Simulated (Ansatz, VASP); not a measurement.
## One calculation of CdS, two programs

```
Cd S
1.0
     3.70879    0.00000    0.00000
    -1.85439    3.21190    0.00000
     0.00000    0.00000    6.29014
Cd S
2 2
Direct
  0.00000 0.00000 0.00000
  0.00000 0.00000 0.50000
  0.33333 0.66667 0.25000
  0.66667 0.33333 0.75000
```

Alike in both runs: task single point; functional PBE; k mesh 10 × 10 × 6; occupations fermi-dirac, width 0.05 eV; no spin polarisation.

|  | VASP | Ansatz |
| --- | --- | --- |
| version | VASP 6.6.1 | Ansatz 0.2.0 |
| potentials or method | VASP PAW PBE potentials, release 64 (Cd, S), cutoff 520 eV | all-electron LAPW, scalar-relativistic |

VASP gave:

* pressure (GPa): 11.6

Task: What did Ansatz give for the same quantities?

Result: Pressure (GPa): 11.0.

Ansatz ran all-electron here, and VASP with PAW potentials.
